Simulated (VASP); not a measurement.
# DyW2 (F-43m) in VASP: notebook, part 2 of 2

VASP 6.6.1.

## 5. Single point, PBE

This run uses another cell than the first one, of 22.01 Å³/atom.

Input file INCAR:

```
SYSTEM = DyW2
ALGO     = Normal         ! electronic algorithm
EDIFF    = 1E-6           ! SCF threshold, eV
ENCUT    = 500            ! plane-wave cutoff, eV
GGA      = PE             ! functional
GGA_COMPAT= .False.      
ISIF     = 2              ! what is computed and relaxed
ISMEAR   = 0              ! smearing method
LASPH    = .True.         ! aspherical terms in the spheres
LCHARG   = .False.        ! write CHGCAR
LMAXMIX  = 6              ! l up to which the mixer works
LREAL    = .False.        ! projectors in reciprocal space
LWAVE    = .False.        ! write WAVECAR
NBANDS   = 26             ! bands
NELM     = 200            ! most SCF steps
PREC     = Accurate       ! precision mode
SIGMA    = 0.1            ! smearing width, eV
```

Input file KPOINTS:

```
k-points
0
Gamma
  12 12 12
  0 0 0
```

Input file POSCAR:

```
DyW2
1.0
    0.0000000000      3.2078628979      3.2078628979
    3.2078628979      0.0000000000      3.2078628979
    3.2078628979      3.2078628979      0.0000000000
Dy W
1 2
Direct
    0.2500000000      0.2500000000      0.2500000000
    0.5000000000      0.5000000000      0.5000000000
    0.7500000000      0.7500000000      0.7500000000
```

Potentials or basis: VASP PAW PBE potentials, release 64 (Dy_3, W_sv), 4f in core.

On the command line:

```console
cat potpaw_PBE.64/Dy_3/POTCAR potpaw_PBE.64/W_sv/POTCAR > POTCAR
mpirun -np 1 vasp_std > vasp.out
```

OUTCAR:

```text
SYSTEM = DyW2
   EDIFF = 1E-6
   ENCUT = 500
   GGA = PE
   ISIF = 2
   ISMEAR = 0
   LASPH = .True.
   LREAL = .False.
   NELM = 200
   PREC = Accurate

 ion  position               nearest neighbor table
   1  0.250  0.250  0.250-   2 2.78   2 2.78   2 2.78   2 2.78   3 3.21   3 3.21   3 3.21   3 3.21
                             3 3.21   3 3.21
   2  0.500  0.500  0.500-   1 2.78   1 2.78   1 2.78   1 2.78   3 2.78   3 2.78   3 2.78   3 2.78

   3  0.750  0.750  0.750-   2 2.78   2 2.78   2 2.78   2 2.78   1 3.21   1 3.21   1 3.21   1 3.21
                             1 3.21   1 3.21
[... 895 lines left out ...]
  Direction    XX          YY          ZZ          XY          YZ          ZX
  --------------------------------------------------------------------------------------
  -------------------------------------------------------------------------------------
  Total        0.2037504      0.2037504      0.2037504     -0.0000000      0.0000000     -0.0000000
  in kB        4.9446061      4.9446061      4.9446061     -0.0000000      0.0000000     -0.0000000
  external PRESSURE =       4.9446061 kB  Pullay stress =       0.0000000 kB

 VOLUME and BASIS-vectors are now :
 -----------------------------------------------------------------------------
  energy-cutoff  :      500.00
  volume of cell :       66.02
      direct lattice vectors                 reciprocal lattice vectors
     0.000000000  3.207862898  3.207862898    -0.155867011  0.155867011  0.155867011
     3.207862898  0.000000000  3.207862898     0.155867011 -0.155867011  0.155867011
     3.207862898  3.207862898  0.000000000     0.155867011  0.155867011 -0.155867011

 POSITION                                       TOTAL-FORCE (eV/Angst)
 -----------------------------------------------------------------------------------
      1.60393      1.60393      1.60393        -0.000000     -0.000000     -0.000000
      3.20786      3.20786      3.20786        -0.000000     -0.000000     -0.000000
      4.81179      4.81179      4.81179         0.000000      0.000000      0.000000
 -----------------------------------------------------------------------------------
    total drift:                                0.000000      0.000000      0.000000

  FREE ENERGIE OF THE ION-ELECTRON SYSTEM (eV)
  ---------------------------------------------------
  free  energy   TOTEN  =       -27.6394915320 eV

  energy  without entropy=      -27.6224923458  energy(sigma->0) =      -27.63099194
```

OSZICAR:

```text
N       E                     dE             d eps       ncg     rms          rms(c)
DAV:   1     0.374088339115E+03    0.37409E+03   -0.20603E+04  3880   0.144E+03
DAV:   2    -0.873448226006E+01   -0.38282E+03   -0.37549E+03  3808   0.482E+02
DAV:   3    -0.283765559837E+02   -0.19642E+02   -0.18742E+02  5082   0.974E+01
DAV:   4    -0.290323156314E+02   -0.65576E+00   -0.64723E+00  4816   0.181E+01
DAV:   5    -0.290478445824E+02   -0.15529E-01   -0.15495E-01  5072   0.226E+00    0.371E+01
DAV:   6    -0.287623993555E+02    0.28545E+00   -0.15179E+01  4736   0.217E+01    0.152E+01
DAV:   7    -0.284812663988E+02    0.28113E+00   -0.14610E+01  4276   0.175E+01    0.141E+01
DAV:   8    -0.276463072468E+02    0.83496E+00   -0.28434E+00  4428   0.937E+00    0.564E+00
DAV:   9    -0.276412484438E+02    0.50588E-02   -0.18637E-01  4590   0.277E+00    0.998E-01
DAV:  10    -0.276396634745E+02    0.15850E-02   -0.14889E-02  4666   0.104E+00    0.372E-01
DAV:  11    -0.276395004722E+02    0.16300E-03   -0.20334E-03  4830   0.405E-01    0.818E-02
DAV:  12    -0.276394941895E+02    0.62827E-05   -0.17999E-04  4600   0.108E-01    0.148E-02
DAV:  13    -0.276394920278E+02    0.21618E-05   -0.34400E-05  4952   0.527E-02    0.132E-02
DAV:  14    -0.276394915320E+02    0.49576E-06   -0.37934E-06  3858   0.185E-02
   1 F= -.27639492E+02 E0= -.27630992E+02  d E =-.169992E-01
```

Run time: 2.3 min. Hardware: 1 thread of AMD EPYC 7R13 (Zen 3), shared host; peak memory 0.24 GiB.

What came out:

```yaml
Free_energy: -27.6395 eV
Pressure: 0.5 GPa
Band_gap_on_the_k_mesh: zero (an odd number of electrons rules out a gap without spin polarisation)
```

Caveat: spin-orbit coupling is left out, which moves the levels of the heavy elements; the 4f electrons are frozen in the core, so they carry no moment and show no levels. Spin polarisation is off, so any magnetic state and its effect on volume and gap are missing.

## 6. Relaxation of cell and atoms, PBE

This run uses another cell than the first one, of 22.01 Å³/atom.

Input file INCAR:

```
SYSTEM = DyW2
  PREC = Accurate
  ENCUT = 500
  EDIFF = 1E-7
  ISMEAR = 0
  SIGMA = 0.1
  LREAL = .FALSE.
  LASPH = .TRUE.
  NELM = 200
  ALGO = Normal
  ISIF = 3
  LWAVE = .FALSE.
  LCHARG = .FALSE.
  GGA = PE
  IBRION = 2
  NSW = 100
  EDIFFG = -0.01
  GGA_COMPAT = .FALSE.
  NELMIN = 4
  LMAXMIX = 6
```

Input file KPOINTS:

```
Automatic mesh
0
G
  12 12 12
  0 0 0
```

POSCAR is that of step 5.

Potentials or basis: VASP PAW PBE potentials, release 64 (Dy_3, W_sv), 4f in core.

On the command line:

```console
cat potpaw_PBE.64/Dy_3/POTCAR potpaw_PBE.64/W_sv/POTCAR > POTCAR
mpirun -np 1 vasp_std > vasp.out
```

OUTCAR:

```text
SYSTEM = DyW2
   PREC = Accurate
   ENCUT = 500
   EDIFF = 1E-7
   ISMEAR = 0
   LREAL = .FALSE.
   LASPH = .TRUE.
   NELM = 200
   ISIF = 3
   GGA = PE
   IBRION = 2
   NSW = 100
   EDIFFG = -0.01
   NELMIN = 4

 ion  position               nearest neighbor table
   1  0.250  0.250  0.250-   2 2.78   2 2.78   2 2.78   2 2.78   3 3.21   3 3.21   3 3.21   3 3.21
                             3 3.21   3 3.21
   2  0.500  0.500  0.500-   1 2.78   1 2.78   1 2.78   1 2.78   3 2.78   3 2.78   3 2.78   3 2.78

   3  0.750  0.750  0.750-   2 2.78   2 2.78   2 2.78   2 2.78   1 3.21   1 3.21   1 3.21   1 3.21
                             1 3.21   1 3.21

  LATTYP: Found a face centered cubic cell.
 ALAT       =     6.4157257958

  Lattice vectors:

[... 261 lines left out ...]
  ---------------------------------------------------
  free energy    TOTEN  =       -27.63986977 eV

  energy without entropy =      -27.62277641  energy(sigma->0) =      -27.63132309

 E-fermi :   6.0723     XC(G=0): -11.4619

 val. band max:        6.0722017498   @ k =  -0.1667   0.2500   0.0833
 cond. band min:       6.1038321852   @ k =  -0.1667   0.0833   0.0000
 fundamental gap:      0.0316304354
 Fermi energy:         6.0722583982

 k-point     1 :       0.0000    0.0000    0.0000
  band No.  band energies     occupation
      1     -67.5524      2.00000
      2     -67.0471      2.00000
      3     -31.8112      2.00000
      4     -31.8112      2.00000
      5     -31.8112      2.00000
      6     -31.2696      2.00000
[... 589 lines left out ...]
     21       7.4261      0.00000
     22       7.6232      0.00000

 [... further k-points ...]

------------------------ aborting loop because EDIFF is reached ----------------------------------------

  FORCE on cell =-STRESS in cart. coord.  units (eV):
  Direction    XX          YY          ZZ          XY          YZ          ZX
  --------------------------------------------------------------------------------------
  -------------------------------------------------------------------------------------
  Total        0.0017502      0.0017502      0.0017502      0.0000000      0.0000000     -0.0000000
  in kB        0.0423140      0.0423140      0.0423140      0.0000000      0.0000000     -0.0000000
  external PRESSURE =       0.0423140 kB  Pullay stress =       0.0000000 kB
[... 18 lines left out ...]
  FREE ENERGIE OF THE ION-ELECTRON SYSTEM (eV)
  ---------------------------------------------------
  free  energy   TOTEN  =       -27.6398697718 eV

  energy  without entropy=      -27.6227764061  energy(sigma->0) =      -27.63132309

 reached required accuracy - stopping structural energy minimisation
```

It took 5.5 min on 1 thread of AMD EPYC 7R13 (Zen 3), shared host; peak memory 0.24 GiB.

What came out:

```
Free energy                           : -27.6399 eV
Relaxed volume                        : 22.09 Å³/atom
Relaxed cell                          : a = 4.542 Å, b = 4.542 Å, c = 4.542 Å, α = 60.00°, β = 60.00°, γ = 60.00°
Space group after relaxing (to 0.1 Å) : F-43m (No. 216)
Energy gained by relaxing             : 0.1 meV/atom
Ionic steps                           : 3
Pressure after relaxing               : 0.0 GPa
Band gap on the k mesh                : zero (an odd number of electrons rules out a gap without spin polarisation)
```

The path:
| step | energy change (eV) | largest force (eV/Å) | pressure (GPa) | volume (Å³) |
| --- | --- | --- | --- | --- |
| 1 | 0.0000 | 0.0000 | 0.49 | 66.02 |
| 2 | 0.0006 | 0.0000 | -0.76 | 66.67 |
| 3 | -0.0004 | 0.0000 | 0.00 | 66.27 |

Final structure:
```xyz
3
Lattice="0.0000 3.2119 3.2119 3.2119 0.0000 3.2119 3.2119 3.2119 0.0000" Properties=species:S:1:pos:R:3 pbc="T T T"
Dy    1.6059    1.6059    1.6059
W     3.2119    3.2119    3.2119
W     4.8178    4.8178    4.8178
```

Caveat: spin-orbit coupling is left out, which moves the levels of the heavy elements; the 4f electrons are frozen in the core, so they carry no moment and show no levels.

## 7. Summary

| task | cell | k mesh | gap on the mesh (eV) | pressure (GPa) | relaxed volume (Å³/atom) |
| --- | --- | --- | --- | --- | --- |
| single point | a = 4.447 Å, angles 60.0°, 3 atoms | 6 × 6 × 6 | none | 9.6 | - |
| single point | a = 4.537 Å, angles 60.0°, 3 atoms | 6 × 6 × 6 | none | 0.5 | - |
| relaxation of cell and atoms | relaxed from a = 4.447 Å, angles 60.0°, 3 atoms | 6 × 6 × 6 | none | -0.3 | 22.13 |
| single point | a = 4.537 Å, angles 60.0°, 3 atoms | 12 × 12 × 12 | none | 0.5 | - |
| relaxation of cell and atoms | relaxed from a = 4.537 Å, angles 60.0°, 3 atoms | 12 × 12 × 12 | none | 0.0 | 22.09 |

Alike in all rows: level PBE; potentials or basis VASP PAW PBE potentials, release 64 (Dy_3, W_sv), 4f in core; no spin polarisation; cutoff (eV) 500; smearing gaussian 0.1 eV.

Caveats: spin-orbit coupling is left out, which moves the levels of the heavy elements; the 4f electrons are frozen in the core, so they carry no moment and show no levels; the cell stands under pressure (at least some runs).

Absolute energies hang on the potentials; compare differences alone.

The gap in the log of VASP goes by the Fermi energy; the results here count the filled bands.